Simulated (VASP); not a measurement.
Runs of VASP 6.6.1 on CdS. The structure is that of space group Fm-3m (No. 225), or close to it. The cells are those of the table. 

```tsv
level	cell	cutoff (eV)	gap on the mesh (eV)	pressure (GPa)
PBE	a = 3.846 Å, angles 60.0°, 2 atoms	630	0.25	2.2
r2SCAN	a = 3.856 Å, angles 60.0°, 2 atoms	700	0.75	(a)
r2SCAN	a = 3.894 Å, angles 60.0°, 2 atoms	700	0.75	-2.3
PBE	a = 3.806 Å, angles 60.0°, 2 atoms	630	0.25	5.0
```

Alike in all rows: task single point; potentials or basis VASP PAW PBE potentials, release 64 (Cd_sv_GW, S); no spin polarisation; k mesh 6 × 6 × 6; smearing gaussian 0.01 eV.

Question: Estimate the missing entries.

Answer: (a) -0.1.

Caveats: the structure was generated, so it needn't be the stable form of CdS; semilocal functionals underestimate gaps, and a narrow one can read as zero; the PAW data sets were made with another functional, which shifts forces and pressure a little (at least some runs); the cell stands under pressure (at least some runs).

A k mesh can miss the band edges, and the runs leave out spin-orbit coupling on Cd.
